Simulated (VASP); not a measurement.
# MgO in VASP: settings compared, part 2 of 2

VASP 6.6.1. The steps go on from the part before.

**5. Single point, r2SCAN (shear xy strain -0.5%)**

POSCAR

```
MgO
1.0
    3.2882171726     -0.0082205429      0.0000000000
   -1.6512277853      2.8517898761      0.0000000000
    0.0000000000      0.0000000000      5.0343664182
Mg O
2 2
Direct
    0.3337651203      0.6666676431     -0.0098710909
    0.6662348797      0.3333323569      0.4901289091
    0.3342192803      0.6666738083      0.3848710909
    0.6657807197      0.3333261917      0.8848710909
```

INCAR.step1

```
ALGO     = Normal         # electronic algorithm
EDIFF    = 1E-4           # SCF threshold, eV
ENCUT    = 520            # plane-wave cutoff, eV
GGA      = PE             # functional
ISMEAR   = 0              # smearing method
LASPH    = T              # aspherical terms in the spheres
LCHARG   = F              # write CHGCAR
LREAL    = F              # projectors in reciprocal space
LWAVE    = T              # write WAVECAR
NBANDS   = 16             # bands
NELM     = 100            # most SCF steps
PREC     = Accurate       # precision mode
SIGMA    = 0.01           # smearing width, eV
```

INCAR.step2

```
ALGO     = Normal         # electronic algorithm
EDIFF    = 1E-6           # SCF threshold, eV
ENCUT    = 520            # plane-wave cutoff, eV
ISIF     = 2              # what is computed and relaxed
ISMEAR   = 0              # smearing method
ISTART   = 1            
LASPH    = T              # aspherical terms in the spheres
LCHARG   = F              # write CHGCAR
LMIXTAU  = T            
LREAL    = F              # projectors in reciprocal space
LWAVE    = F              # write WAVECAR
METAGGA  = R2SCAN         # meta-GGA
NBANDS   = 16             # bands
NELM     = 100            # most SCF steps
PREC     = Accurate       # precision mode
SIGMA    = 0.01           # smearing width, eV
```

KPOINTS

```
k-points
0
Gamma
  12 12 6
```

Potentials or basis: VASP PAW PBE potentials, release 64 (Mg, O).

Started as:

```console
$ cat potpaw_PBE.64/Mg/POTCAR potpaw_PBE.64/O/POTCAR > POTCAR
$ cp INCAR.step1 INCAR
$ mpirun -np 1 vasp_std > vasp.out
$ cp INCAR.step2 INCAR
$ mpirun -np 1 vasp_std > vasp.out
```

OUTCAR:

```text
EDIFF = 1E-6
   ENCUT = 520
   ISIF = 2
   ISMEAR = 0
   ISTART = 1
   LASPH = T
   LREAL = F
   METAGGA = R2SCAN
   NELM = 100
   PREC = Accurate

 ion  position               nearest neighbor table
   1  0.334  0.667  0.990-   4 1.97   4 1.97   4 1.97   3 1.99   2 3.15   2 3.15   2 3.15   2 3.15
                             2 3.15   2 3.15
   2  0.666  0.333  0.490-   3 1.97   3 1.97   3 1.97   4 1.99   1 3.15   1 3.15   1 3.15   1 3.15
                             1 3.15   1 3.15
   3  0.334  0.667  0.385-   2 1.97   2 1.97   2 1.97   1 1.99
   4  0.666  0.333  0.885-   1 1.97   1 1.97   1 1.97   2 1.99

  LATTYP: Found a simple monoclinic cell.
 ALAT       =     3.2811005481
 B/A-ratio  =     1.5343529844
 C/A-ratio  =     1.0021721066
 COS(beta)  =    -0.4967465479

  Lattice vectors:

 A1 = (   1.6369893873,   2.8435693332,   0.0000000000)
 A2 = (   0.0000000000,   0.0000000000,  -5.0343664182)
 A3 = (  -3.2882171726,   0.0082205429,   0.0000000000)

Analysis of symmetry for initial positions (statically):
=====================================================================
 Subroutine PRICEL returns:
 Original cell was already a primitive cell.

 Routine SETGRP: Setting up the symmetry group for a
 simple monoclinic supercell.

 Subroutine GETGRP returns: Found  2 space group operations
 (whereof  1 operations were pure point group operations)
 out of a pool of  4 trial point group operations.

The static configuration has the point symmetry C_1 .
 The point group associated with its full space group is C_2 .

Analysis of symmetry for dynamics (positions and initial velocities):
=====================================================================
 Subroutine PRICEL returns:
 Original cell was already a primitive cell.

[... 124 lines left out ...]
   NUPDOWN=      -1.0000    fix difference up-down
   EMIN   =  10.00;   EMAX   =-10.00  energy-range for DOS
   EFERMI =   0.00;   METHOD = LEGACY
   ISMEAR =     0;   SIGMA  =   0.01  broadening in eV -4-tet -1-fermi 0-gaus
   EFERMI_NEDOS =   21; number of points for ismear=-14 and -15
   IALGO  =     38    algorithm
   IMIX   =      4    mixing-type and parameters
     AMIX     =   0.40;   BMIX     =  1.00
     AMIX_MAG =   1.60;   BMIX_MAG =  1.00
  volume/ion in A,a.u.               =      11.79        79.53
  Fermi-wavevector in a.u.,A,eV,Ry     =   1.141958  2.157988 17.742933  1.304069
  Thomas-Fermi vector in A             =   2.278657
   LORBIT       =      0    0 simple, 1 ext, 2 COOP (PROOUT), +10 PAW based schemes
   METAGGA = R2SCAN    functional components
   LHFCALC =     F    Hartree Fock is set to
   AEXX    =    0.0000 exact exchange contribution
   IVDW    =     0    specifies the selected vdW correction
   LEPSILON=     F    determine dielectric tensor
   LRPA    =     F    only Hartree local field effects (RPA)
 non-spin polarized calculation
 Gauss-broadening in eV      SIGMA  =   0.01
  energy-cutoff  :      520.00
  volume of cell :       47.14
 maximum number of plane-waves:      1290
   NGX = 13   NGY = 13   NGZ = 19

 number of electron      16.0000002 magnetization

 Free energy of the ion-electron system (eV)
  ---------------------------------------------------
  ext. energy  EPLUGINS =         0.00000000
  ---------------------------------------------------
  free energy    TOTEN  =       -31.85535803 eV

  energy without entropy =      -31.85535803  energy(sigma->0) =      -31.85535803

 E-fermi :   0.8213     XC(G=0): -10.2039

 val. band max:        0.6748541427   @ k =   0.0000   0.0000   0.0000
 cond. band min:       4.8821622171   @ k =   0.0000   0.0000   0.0000
 fundamental gap:      4.2073080743
 Fermi energy:         0.8213070775

 k-point     1 :       0.0000    0.0000    0.0000
  band No.  band energies     occupation
      1     -16.4791      2.00000
      2     -15.7178      2.00000
      3      -2.5702      2.00000
      4      -0.0288      2.00000
      5      -0.0026      2.00000
      6       0.2892      2.00000
[... 433 lines left out ...]
      3      -2.1233      2.00000
      4      -1.3694      2.00000
      5      -1.0629      2.00000
      6      -0.7793      2.00000
[... 8 lines left out ...]
     15      15.8152      0.00000
     16      17.8199      0.00000

 [... further k-points ...]
[... 5 lines left out ...]
  --------------------------------------------------------------------------------------
  -------------------------------------------------------------------------------------
  Total       -0.1633258     -0.1614748     -0.1527606      0.0720236      0.0000000      0.0000000
  in kB       -5.5510042     -5.4880956     -5.1919219      2.4478904      0.0000000      0.0000000
  external PRESSURE =      -5.4103405 kB  Pullay stress =       0.0000000 kB

 VOLUME and BASIS-vectors are now :
 -----------------------------------------------------------------------------
  energy-cutoff  :      520.00
  volume of cell :       47.14
      direct lattice vectors                 reciprocal lattice vectors
     3.288217173 -0.008220543  0.000000000     0.304557024  0.176342943  0.000000000
    -1.651227785  2.851789876  0.000000000     0.000877913  0.351165296  0.000000000
     0.000000000  0.000000000  5.034366418     0.000000000  0.000000000  0.198634727

 POSITION                                       TOTAL-FORCE (eV/Angst)
 -----------------------------------------------------------------------------------
     -0.00333      1.89845      4.98467        -0.000266      0.000015      0.004183
      1.64032      0.94512      2.46749         0.000266     -0.000015      0.004183
     -0.00184      1.89847      1.93758        -0.002106     -0.000251     -0.004183
      1.63883      0.94510      4.45477         0.002106      0.000251     -0.004183
 -----------------------------------------------------------------------------------
    total drift:                                0.000000      0.000000     -0.001932

  FREE ENERGIE OF THE ION-ELECTRON SYSTEM (eV)
  ---------------------------------------------------
  free  energy   TOTEN  =       -31.8553580300 eV

  energy  without entropy=      -31.8553580300  energy(sigma->0) =      -31.85535803
```

It took 4 min on 1 thread of Intel Xeon 6975P-C (Granite Rapids), shared host; peak memory 0.33 GiB.

Results:

```
Free energy            : -31.8554 eV
Pressure               : -0.5 GPa
Largest force          : 0.005 eV/Å
Band gap on the k mesh : 4.21 eV, direct
```

Forces in eV/Å, atoms in the order of the input:
```
Mg   0.000  0.000  0.004
Mg   0.000  0.000  0.004
O   -0.002  0.000 -0.004
O    0.002  0.000 -0.004
```

Stress tensor (GPa, compression positive):
```
-0.56  0.24  0.00
 0.24 -0.55  0.00
 0.00  0.00 -0.52
```

Levels at points of the mesh, in eV from the valence-band top:
| k point | band 4 | band 5 | band 6 | band 7 | band 8 | band 9 | band 10 | band 11 | band 12 | band 13 |
| --- | --- | --- | --- | --- | --- | --- | --- | --- | --- | --- |
| (0.00, 0.00, 0.00) | -0.70 | -0.68 | -0.39 | -0.37 | 0.00 | 4.21 | 9.43 | 11.17 | 15.18 | 15.30 |
| (0.50, 0.00, 0.00) | -2.16 | -1.71 | -1.25 | -0.78 | -0.48 | 8.59 | 8.83 | 10.13 | 11.75 | 13.99 |
| (0.00, 0.50, 0.00) | -2.17 | -1.71 | -1.23 | -0.79 | -0.47 | 8.59 | 8.84 | 10.13 | 11.74 | 13.97 |
| (0.50, 0.50, 0.00) | -2.18 | -1.71 | -1.21 | -0.79 | -0.46 | 8.59 | 8.84 | 10.13 | 11.74 | 13.95 |
| (0.00, 0.00, 0.50) | -1.97 | -0.55 | -0.55 | -0.53 | -0.53 | 6.72 | 6.72 | 14.18 | 14.18 | 15.70 |
| (0.50, 0.00, 0.50) | -3.07 | -0.89 | -0.89 | -0.70 | -0.70 | 8.15 | 8.15 | 11.82 | 11.82 | 14.74 |
| (0.00, 0.50, 0.50) | -3.08 | -0.87 | -0.87 | -0.70 | -0.70 | 8.15 | 8.15 | 11.81 | 11.81 | 14.74 |
| (0.50, 0.50, 0.50) | -3.08 | -0.85 | -0.85 | -0.70 | -0.70 | 8.15 | 8.15 | 11.80 | 11.80 | 14.74 |

Caveat: the cell differs from its parent crystal (shear xy strain -0.5%); the PAW data sets were made with another functional, which shifts forces and pressure a little. A k mesh can miss the band edges.

**6. Summary**

| level | cell | smearing | gap on the mesh (eV) | pressure (GPa) |
| --- | --- | --- | --- | --- |
| r2SCAN | a = 3.288, b = 3.288, c = 5.034 Å, angles 90.0, 90.0, 120.0°, 4 atoms | gaussian 0.01 eV | 4.21 | -0.5 |
| r2SCAN | a = 3.288, b = 3.288, c = 5.110 Å, angles 90.0, 90.0, 120.0°, 4 atoms | gaussian 0.01 eV | 4.18 | -2.2 |
| PBE | a = 3.288, b = 3.295, c = 5.034 Å, angles 90.0, 90.0, 120.2°, 4 atoms | fermi-dirac 0.02 eV | 3.54 | 3.5 |
| r2SCAN | a = 3.288, b = 3.295, c = 5.034 Å, angles 90.0, 90.0, 120.2°, 4 atoms | gaussian 0.01 eV | 4.21 | -0.5 |

Alike in all rows: task single point; potentials or basis VASP PAW PBE potentials, release 64 (Mg, O); no spin polarisation; k mesh 12 × 12 × 6; cutoff (eV) 520.

Caveats: the PAW data sets were made with another functional, which shifts forces and pressure a little (some runs).

Absolute energies hang on the potentials; compare differences alone.
